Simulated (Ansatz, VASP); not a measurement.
One calculation of SnO, two programs

```
Sn O
1.0
     3.31561    0.00000    0.00000
     0.00000    5.70499    0.00000
     0.00000    0.00000    3.89416
Sn O
2 2
Direct
  0.03199 0.21520 0.52617
  0.50000 0.76621 0.02617
  0.00000 0.88536 0.72383
  0.50000 0.11464 0.22383
```

Alike in both runs: task single point; functional PBEsol; k mesh 8 × 6 × 8; occupations gaussian, width 0.05 eV; no spin polarisation.

```csv
,VASP,Ansatz
version,VASP 6.6.1,Ansatz 0.2.0
potentials or method,"VASP PAW PBE potentials, release 64 (Sn_d, O), cutoff 520 eV","scalar-relativistic, plane waves, PAW"
valence electrons in the cell,40,40
```

VASP gave:

| Item | Value |
| --- | --- |
| gap on the k mesh at the Fermi level (eV) | 1.32 |
| least direct gap on the mesh (eV) | 1.86 |
| pressure (GPa) | 4.3 |
| traceless stress, the component that is largest in VASP (GPa) | -1.95 |
| rms of the force components (eV/Å) | 0.706 |

Problem. Which values does Ansatz return?

Solution. gap on the k mesh at the Fermi level (eV): 1.33; least direct gap on the mesh (eV): 1.87; pressure (GPa): 4.0; traceless stress, the component that is largest in VASP (GPa): -1.91; rms of the force components (eV/Å): 0.674.

VASP's potentials were made for PBE, not for PBEsol. Atom by atom the forces differ by 0.041 eV/Å (rms over components).
